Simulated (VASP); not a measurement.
# Cu12H in VASP: a series of runs

Runs on Cu12H. Level: PBE+D3(BJ). Tasks: single point.

Everything below comes from runs of VASP 6.6.1. Logs are shortened: lines on timing, memory, paths and dates and some standing lists are left out, and cuts for length are marked.

**1. The cell of the first run**

The cell holds a slab with vacuum, 13 atoms: a = 5.038 Å, b = 5.038 Å, c = 20.662 Å, α = 90.00°, β = 90.00°, γ = 90.00°.

**2. Single point, PBE+D3(BJ)**

The input, INCAR:

```
ALGO     = Normal         # electronic algorithm
DIPOL    = 0.5 0.5 0.296
EDIFF    = 1E-7           # SCF threshold, eV
ENCUT    = 520            # plane-wave cutoff, eV
GGA      = PE             # functional
IDIPOL   = 3            
ISIF     = 2              # what is computed and relaxed
ISMEAR   = 0              # smearing method
IVDW     = 12             # dispersion correction
LASPH    = True           # aspherical terms in the spheres
LCHARG   = False          # write CHGCAR
LDIPOL   = True         
LREAL    = False          # projectors in reciprocal space
LWAVE    = False          # write WAVECAR
NBANDS   = 78             # bands
NELM     = 60             # most SCF steps
PREC     = Accurate       # precision mode
SIGMA    = 0.1            # smearing width, eV
```

The input, KPOINTS:

```
k-points
0
Gamma
  5 5 1
```

The input, POSCAR:

```
Cu12H
1.0
    5.0378287988      0.0000000000      0.0000000000
    0.0000000000      5.0378287988      0.0000000000
    0.0000000000      0.0000000000     20.6622829064
Cu H
12 1
Direct
    0.2500000000      0.2500000000      0.1935894508
    0.2500000000      0.7500000000      0.1935894508
    0.7500000000      0.2500000000      0.1935894508
    0.7500000000      0.7500000000      0.1935894508
    0.0000000000      0.0000000000      0.2797919997
    0.0000000000      0.5000000000      0.2797919997
    0.5000000000      0.0000000000      0.2797919997
    0.5000000000      0.5000000000      0.2797919997
    0.2500000000      0.2500000000      0.3659945486
    0.2500000000      0.7500000000      0.3659945486
    0.7500000000      0.2500000000      0.3659945486
    0.7500000000      0.7500000000      0.3659945486
    0.2500000000      0.2500000000      0.4869879554
```

Potentials or basis: VASP PAW PBE potentials, release 64 (Cu, H).

Run with:

```
> cat potpaw_PBE.64/Cu/POTCAR potpaw_PBE.64/H/POTCAR > POTCAR
> mpirun -np 1 vasp_std > vasp.out
```

OUTCAR:

```text
EDIFF = 1E-7
   ENCUT = 520
   GGA = PE
   ISIF = 2
   ISMEAR = 0
   IVDW = 12
   LASPH = True
   LREAL = False
   NELM = 60
   PREC = Accurate
 IVDW          = 12

 ion  position               nearest neighbor table
   1  0.250  0.250  0.194-   5 2.52   6 2.52   7 2.52   8 2.52   2 2.52   3 2.52   2 2.52   3 2.52

   2  0.250  0.750  0.194-   5 2.52   6 2.52   7 2.52   8 2.52   1 2.52   4 2.52   1 2.52   4 2.52

   3  0.750  0.250  0.194-   5 2.52   6 2.52   7 2.52   8 2.52   1 2.52   4 2.52   4 2.52   1 2.52

   4  0.750  0.750  0.194-   5 2.52   6 2.52   7 2.52   8 2.52   2 2.52   3 2.52   3 2.52   2 2.52

   5  0.000  0.000  0.280-   9 2.52  10 2.52  11 2.52  12 2.52   1 2.52   2 2.52   3 2.52   4 2.52
                             6 2.52   7 2.52   6 2.52   7 2.52
   6  0.000  0.500  0.280-   9 2.52  10 2.52  11 2.52  12 2.52   1 2.52   2 2.52   3 2.52   4 2.52
                             5 2.52   8 2.52   5 2.52   8 2.52
   7  0.500  0.000  0.280-   9 2.52  10 2.52  11 2.52  12 2.52   1 2.52   2 2.52   3 2.52   4 2.52
                             5 2.52   8 2.52   8 2.52   5 2.52
   8  0.500  0.500  0.280-   9 2.52  10 2.52  11 2.52  12 2.52   1 2.52   2 2.52   3 2.52   4 2.52
                             6 2.52   7 2.52   7 2.52   6 2.52
   9  0.250  0.250  0.366-   5 2.52   6 2.52   7 2.52   8 2.52  10 2.52  11 2.52  10 2.52  11 2.52

  10  0.250  0.750  0.366-   5 2.52   6 2.52   7 2.52   8 2.52   9 2.52  12 2.52   9 2.52  12 2.52

  11  0.750  0.250  0.366-   5 2.52   6 2.52   7 2.52   8 2.52   9 2.52  12 2.52  12 2.52   9 2.52

  12  0.750  0.750  0.366-   5 2.52   6 2.52   7 2.52   8 2.52  10 2.52  11 2.52  11 2.52  10 2.52

  13  0.250  0.250  0.487-

  LATTYP: Found a simple tetragonal cell.
 ALAT       =     5.0378287988
 C/A-ratio  =     4.1014261762

  Lattice vectors:

 A1 = (   5.0378287988,   0.0000000000,   0.0000000000)
 A2 = (   0.0000000000,   5.0378287988,   0.0000000000)
 A3 = (   0.0000000000,   0.0000000000,  20.6622829064)

Analysis of symmetry for initial positions (statically):
=====================================================================
 Subroutine PRICEL returns:
 Original cell was already a primitive cell.

 Routine SETGRP: Setting up the symmetry group for a
 simple tetragonal supercell.

 Subroutine GETGRP returns: Found  8 space group operations
 (whereof  2 operations were pure point group operations)
 out of a pool of 16 trial point group operations.

The static configuration has the point symmetry C_1h.
 The point group associated with its full space group is C_4v.

Analysis of symmetry for dynamics (positions and initial velocities):
=====================================================================
 Subroutine PRICEL returns:
 Original cell was already a primitive cell.

 Routine SETGRP: Setting up the symmetry group for a
 simple tetragonal supercell.

 Subroutine GETGRP returns: Found  8 space group operations
 (whereof  2 operations were pure point group operations)
 out of a pool of 16 trial point group operations.

The dynamic configuration has the point symmetry C_1h.
 The point group associated with its full space group is C_4v.

 Subroutine INISYM returns: Found  8 space group operations
 (whereof  2 operations are pure point group operations),
 and found     1 'primitive' translations

----------------------------------------------------------------------------------------

                                     Primitive cell

  volume of cell :     524.4029

  direct lattice vectors                    reciprocal lattice vectors
     5.037828799  0.000000000  0.000000000     0.198498210  0.000000000  0.000000000
     0.000000000  5.037828799  0.000000000     0.000000000  0.198498210  0.000000000
     0.000000000  0.000000000 20.662282906     0.000000000  0.000000000  0.048397363

  length of vectors
     5.037828799  5.037828799 20.662282906     0.198498210  0.198498210  0.048397363

  position of ions in fractional coordinates (direct lattice)
     0.250000000  0.250000000  0.193589451
     0.250000000  0.750000000  0.193589451
     0.750000000  0.250000000  0.193589451
     0.750000000  0.750000000  0.193589451
     0.000000000  0.000000000  0.279792000
     0.000000000  0.500000000  0.279792000
     0.500000000  0.000000000  0.279792000
     0.500000000  0.500000000  0.279792000
     0.250000000  0.250000000  0.365994549
     0.250000000  0.750000000  0.365994549
     0.750000000  0.250000000  0.365994549
     0.750000000  0.750000000  0.365994549
     0.250000000  0.250000000  0.486987955

  ion indices of the primitive-cell ions
   primitive index   ion index
                 1           1
                 2           2
                 3           3
                 4           4
                 5           5
                 6           6
                 7           7
                 8           8
                 9           9
                10          10
                11          11
                12          12
                13          13

----------------------------------------------------------------------------------------

 KPOINTS: k-points

Automatic generation of k-mesh.
 Grid dimensions read from file:
 generate k-points for:    5    5    1

 Generating k-lattice:

  Cartesian coordinates                     Fractional coordinates (reciprocal lattice)
     0.039699642  0.000000000  0.000000000     0.200000000  0.000000000  0.000000000
     0.000000000  0.039699642  0.000000000     0.000000000  0.200000000  0.000000000
     0.000000000  0.000000000  0.048397363     0.000000000  0.000000000  1.000000000

  Length of vectors
     0.039699642  0.039699642  0.048397363

  Shift w.r.t. Gamma in fractional coordinates (k-lattice)
     0.000000000  0.000000000  0.000000000

 Subroutine IBZKPT returns following result:
 ===========================================

 Found      6 irreducible k-points:

 Following reciprocal coordinates:
            Coordinates               Weight
  0.000000  0.000000  0.000000      1.000000
  0.200000  0.000000  0.000000      4.000000
  0.400000  0.000000  0.000000      4.000000
  0.200000  0.200000  0.000000      4.000000
  0.400000  0.200000  0.000000      8.000000
  0.400000  0.400000  0.000000      4.000000
   k-points           NKPTS =      6   k-points in BZ     NKDIM =      6   number of bands    NBANDS=     78
   number of dos      NEDOS =    301   number of ions     NIONS =     13
   total plane-waves  NPLWV = 256000
   dimension x,y,z NGX =    40 NGY =   40 NGZ =  160
   dimension x,y,z NGXF=    80 NGYF=   80 NGZF=  320
   ions per type =              12   1
   NGX,Y,Z   is equivalent  to a cutoff of  13.20, 13.20, 12.87 a.u.
   NGXF,Y,Z  is equivalent  to a cutoff of  26.40, 26.40, 25.75 a.u.
 SYSTEM =  unknown system
   PREC   = accura    normal or accurate (medium, high low for compatibility)
   ISTART =      0    job   : 0-new  1-cont  2-samecut
   ICHARG =      2    charge: 1-file 2-atom 10-const
   ISPIN  =      1    spin polarized calculation?
   LNONCOLLINEAR =      F non collinear calculations
   LSORBIT =      F    spin-orbit coupling
   LASPH  =      T    aspherical Exc in radial PAW
   ENCUT  =  520.0 eV  38.22 Ry    6.18 a.u.   9.37  9.37 38.42*2*pi/ulx,y,z
   NELM   =     60;   NELMIN=  2; NELMDL= -5     # of ELM steps
   EDIFF  = 0.1E-06   stopping-criterion for ELM
   LREAL  =      F    real-space projection
   EDIFFG = 0.1E-05   stopping-criterion for IOM
   NSW    =      0    number of steps for IOM
   IBRION =     -1    ionic relax: 0-MD 1-quasi-New 2-CG
   NFREE  =      0    steps in history (QN), initial steepest desc. (CG)
   ISIF   =      2    stress and relaxation
   ISYM   =      2    0-nonsym 1-usesym 2-fastsym
   POTIM  = 0.5000    time-step for ionic-motion
   TEBEG  =    0.0;   TEEND  =   0.0 temperature during run
   PSTRESS=    0.0 pullay stress
   NELECT =     133.0000    total number of electrons
   NUPDOWN=      -1.0000    fix difference up-down
   EMIN   =  10.00;   EMAX   =-10.00  energy-range for DOS
   EFERMI =   0.00;   METHOD = LEGACY
   ISMEAR =     0;   SIGMA  =   0.10  broadening in eV -4-tet -1-fermi 0-gaus
   EFERMI_NEDOS =   21; number of points for ismear=-14 and -15
   IALGO  =     38    algorithm
   IMIX   =      4    mixing-type and parameters
     AMIX     =   0.40;   BMIX     =  1.00
     AMIX_MAG =   1.60;   BMIX_MAG =  1.00
  volume/ion in A,a.u.               =      40.34       272.22
  Fermi-wavevector in a.u.,A,eV,Ry     =   1.036264  1.958255 14.610517  1.073843
  Thomas-Fermi vector in A             =   2.170646
   LORBIT       =      0    0 simple, 1 ext, 2 COOP (PROOUT), +10 PAW based schemes
   GGA     = PE    functional components
   LHFCALC =     F    Hartree Fock is set to
   AEXX    =    0.0000 exact exchange contribution
   IVDW    =    12    specifies the selected vdW correction
   LEPSILON=     F    determine dielectric tensor
   LRPA    =     F    only Hartree local field effects (RPA)
 non-spin polarized calculation
 Gauss-broadening in eV      SIGMA  =   0.10
  energy-cutoff  :      520.00
  volume of cell :      524.40
 maximum number of plane-waves:     14177
 NGX is ok and might be reduce to    40
   NGX = 19   NGY = 19   NGZ = 77

 dipolmoment           0.000000      0.000000     -0.152358 electrons x Angstroem

 number of electron     132.9999976 magnetization

 dipolmoment           0.000000      0.000000      0.209022 electrons x Angstroem

 Free energy of the ion-electron system (eV)
  ---------------------------------------------------
  ext. energy  EPLUGINS =         0.00000000
  ---------------------------------------------------
  free energy    TOTEN  =       -41.52001908 eV

  energy without entropy =      -41.50035687  energy(sigma->0) =      -41.51018798

 E-fermi :  -1.6739     XC(G=0):  -4.5094

 val. band max:       -1.7189707660   @ k =   0.0000   0.0000   0.0000
 cond. band min:      -1.6349617834   @ k =   0.0000   0.0000   0.0000
 fundamental gap:      0.0840089825
 Fermi energy:        -1.6739308613

 k-point     1 :       0.0000    0.0000    0.0000
  band No.  band energies     occupation
      1     -10.2680      2.00000
      2      -7.6980      2.00000
      3      -6.6633      2.00000
      4      -6.6633      2.00000
      5      -6.5004      2.00000
      6      -6.4202      2.00000
[... 70 lines left out ...]
     77       2.6685      0.00000
     78       2.8464      0.00000

 k-point     2 :       0.2000    0.0000    0.0000
  band No.  band energies     occupation
      1     -10.0256      2.00000
      2      -7.4883      2.00000
      3      -7.1727      2.00000
      4      -6.5022      2.00000
      5      -6.3604      2.00000
      6      -6.3410      2.00000
[... 70 lines left out ...]
     77       2.9078      0.00000
     78       3.0879      0.00000
[... 241 lines left out ...]
     77       3.4243      0.00000
     78       3.7928      0.00000

 k-point     6 :       0.4000    0.4000    0.0000
  band No.  band energies     occupation
      1      -8.4377      2.00000
      2      -7.5014      2.00000
      3      -7.4947      2.00000
      4      -6.8021      2.00000
      5      -6.2899      2.00000
      6      -5.9798      2.00000
[... 70 lines left out ...]
     77       4.4954      0.00000
     78       4.5366      0.00000

------------------------ aborting loop because EDIFF is reached ----------------------------------------

 vacuum level on the upper side and lower side of the slab       (xc-potential included)         0.630        -0.809

 Edisp (eV)   -4.46086

 E8    (eV) :    -2.0044

  FORCE on cell =-STRESS in cart. coord.  units (eV):
  Direction    XX          YY          ZZ          XY          YZ          ZX
  --------------------------------------------------------------------------------------
  -------------------------------------------------------------------------------------
  Total      -4.98318    -4.98318    -3.40395     0.00000    -0.00000    -0.00000
  in kB     -15.22482   -15.22482   -10.39988     0.00000    -0.00000    -0.00000
  external pressure =      -13.62 kB  Pullay stress =        0.00 kB

 VOLUME and BASIS-vectors are now :
 -----------------------------------------------------------------------------
  energy-cutoff  :      520.00
  volume of cell :      524.40
      direct lattice vectors                 reciprocal lattice vectors
     5.037828799  0.000000000  0.000000000     0.198498210  0.000000000  0.000000000
     0.000000000  5.037828799  0.000000000     0.000000000  0.198498210  0.000000000
     0.000000000  0.000000000 20.662282906     0.000000000  0.000000000  0.048397363

 POSITION                                       TOTAL-FORCE (eV/Angst)
 -----------------------------------------------------------------------------------
      1.25946      1.25946      4.00000         0.000000      0.000000     -0.024363
      1.25946      3.77837      4.00000         0.000000     -0.000000     -0.038432
      3.77837      1.25946      4.00000         0.000000      0.000000     -0.038432
      3.77837      3.77837      4.00000         0.000000      0.000000     -0.051516
      0.00000      0.00000      5.78114         0.024581      0.024581     -0.019105
      0.00000      2.51891      5.78114         0.024581     -0.024581     -0.019105
      2.51891      0.00000      5.78114        -0.024581      0.024581     -0.019105
      2.51891      2.51891      5.78114        -0.024581     -0.024581     -0.019105
      1.25946      1.25946      7.56228         0.000000      0.000000      1.311821
      1.25946      3.77837      7.56228        -0.000000      0.000000      0.245965
      3.77837      1.25946      7.56228         0.000000     -0.000000      0.245965
      3.77837      3.77837      7.56228        -0.000000      0.000000      0.011521
      1.25946      1.25946     10.06228        -0.000000      0.000000     -1.586107
 -----------------------------------------------------------------------------------
    total drift:                               -0.000000      0.000000      0.000599

  FREE ENERGIE OF THE ION-ELECTRON SYSTEM (eV)
  ---------------------------------------------------
  free  energy   TOTEN  =       -45.9808744253 eV

  energy  without entropy=      -45.9612122199  energy(sigma->0) =      -45.97104332

 vacuum level on the upper side and lower side of the slab         4.243         2.762
```

Wall time 6.9 min (1 thread of Intel Xeon 6975P-C (Granite Rapids), shared host); peak memory 0.63 GiB.

What came out:

| Item | Value |
| --- | --- |
| Free energy | -45.9809 eV |
| Largest force | 1.586 eV/Å |
| Dispersion energy per atom | -0.343 eV |

Forces on the atoms (eV/Å):
```
Cu   0.000  0.000 -0.024
Cu   0.000  0.000 -0.038
Cu   0.000  0.000 -0.038
Cu   0.000  0.000 -0.052
Cu   0.025  0.025 -0.019
Cu   0.025 -0.025 -0.019
Cu  -0.025  0.025 -0.019
Cu  -0.025 -0.025 -0.019
Cu   0.000  0.000  1.312
Cu   0.000  0.000  0.246
Cu   0.000  0.000  0.246
Cu   0.000  0.000  0.012
H    0.000  0.000 -1.586
```

Levels at points of the mesh, in eV from the Fermi level:
```csv
k point,band 64,band 65,band 66,band 67,band 68,band 69,band 70,band 71
"(0.00, 0.00, 0.00)",-0.15,-0.12,-0.05,-0.05,0.04,0.04,0.05,1.87
```

**3. Single point, PBE+D3(BJ)**

The input, INCAR:

```
  PREC = Accurate
  ENCUT = 520
  EDIFF = 1E-7
  ISMEAR = 0
  SIGMA = 0.1
  LREAL = F
  LASPH = T
  NELM = 100
  ALGO = Normal
  ISIF = 2
  LWAVE = F
  LCHARG = T
  LDIPOL = T
  IDIPOL = 3
  DIPOL = 0.5 0.5 0.296
  GGA = PE
  IVDW = 12
  LELF = T
  LVHAR = T
  LVACPOTAV = T
  NBANDS = 78
```

The input, KPOINTS:

```
Automatic mesh
0
Gamma
  5 5 1
```

Changes to POSCAR since step 2:

```diff
@@ -20,2 +20,2 @@
     0.7500000000      0.7500000000      0.3659945486
-    0.2500000000      0.2500000000      0.4869879554
+    0.5000000000      0.5000000000      0.4869879554
```

Potentials or basis: VASP PAW PBE potentials, release 64 (Cu, H).

Run with:

```
> cat potpaw_PBE.64/Cu/POTCAR potpaw_PBE.64/H/POTCAR > POTCAR
> mpirun -np 1 vasp_std > vasp.out
```

Run time: 6.6 min. Hardware: 1 thread of Intel Xeon 6975P-C (Granite Rapids), shared host; peak memory 0.62 GiB.

Results (log left out):

```
Free energy                : -45.8510 eV
Largest force              : 1.310 eV/Å
Dispersion energy per atom : -0.343 eV
```

Forces on the atoms (eV/Å):
```
Cu   0.034  0.034 -0.037
Cu   0.034 -0.034 -0.037
Cu  -0.034  0.034 -0.037
Cu  -0.034 -0.034 -0.037
Cu   0.000  0.000  0.114
Cu   0.000  0.000 -0.035
Cu   0.000  0.000 -0.035
Cu   0.000  0.000 -0.085
Cu   0.115  0.115  0.375
Cu   0.115 -0.115  0.375
Cu  -0.115  0.115  0.375
Cu  -0.115 -0.115  0.375
H    0.000  0.000 -1.310
```

Levels at points of the mesh, in eV from the Fermi level:
```
           k point  band 64  band 65  band 66  band 67  band 68  band 69  band 70  band 71
(0.00, 0.00, 0.00)    -0.25    -0.11    -0.11    -0.04    -0.03     0.04     0.34     2.04
```
